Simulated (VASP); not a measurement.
**Sn2Bi3O3: single point with PBE**

Crystal: Sn2Bi3O3.

```
Sn Bi O
1.0
     7.32363    0.00000    0.00000
    -3.66182    6.34245    0.00000
     0.00000    0.00000    7.26677
Sn Bi O
4 6 6
Direct
  0.66667 0.33333 0.50000
  0.66667 0.33333 0.00000
  0.33333 0.66667 0.00000
  0.33333 0.66667 0.50000
  0.74757 0.74757 0.25000
  0.00000 0.25243 0.25000
  0.25243 0.00000 0.25000
  0.00000 0.74757 0.75000
  0.74757 0.00000 0.75000
  0.25243 0.25243 0.75000
  0.59922 0.00000 0.25000
  0.40078 0.40078 0.25000
  0.00000 0.59922 0.25000
  0.40078 0.00000 0.75000
  0.59922 0.59922 0.75000
  0.00000 0.40078 0.75000
```

```yaml
Program: VASP 6.6.1
Task: single point
Functional: PBE
Potentials_or_basis: VASP PAW PBE potentials, release 64 (Sn_d, Bi_d, O)
Cutoff: 520 eV
k_mesh: 3 × 3 × 3
Occupations: gaussian, width 0.2 eV
Spin: no spin polarisation
```

```
Pressure               : -0.3 GPa
Largest force          : 0.056 eV/Å
Band gap on the k mesh : zero (bands 91 and 92 overlap by 0.44 eV)
```

Forces in eV/Å, atoms in the order of the input:
```
Sn   0.000  0.000  0.000
Sn   0.000  0.000  0.000
Sn   0.000  0.000  0.000
Sn   0.000  0.000  0.000
Bi  -0.028 -0.049  0.000
Bi  -0.028  0.049  0.000
Bi   0.056  0.000  0.000
Bi   0.028 -0.049  0.000
Bi  -0.056  0.000  0.000
Bi   0.028  0.049  0.000
O   -0.019  0.000  0.000
O    0.010  0.017  0.000
O    0.010 -0.017  0.000
O    0.019  0.000  0.000
O   -0.010 -0.017  0.000
O   -0.010  0.017  0.000
```

Stress tensor (GPa, compression positive):
```
-0.58  0.00  0.00
 0.00 -0.58  0.00
 0.00  0.00  0.35
```

Levels at points of the mesh, in eV from the Fermi level:
```tsv
k point	band 88	band 89	band 90	band 91	band 92	band 93	band 94	band 95
(0.00, 0.00, 0.00)	-1.29	-0.96	-0.69	-0.18	-0.18	-0.14	0.15	0.15
```

Run time: 4.2 min on 1 thread of Intel(R) Xeon(R) 6975P-C (Granite Rapids), on a shared host, peak memory 0.44 GiB.

Caveat: spin-orbit coupling is left out, which moves the levels of the heavy elements.
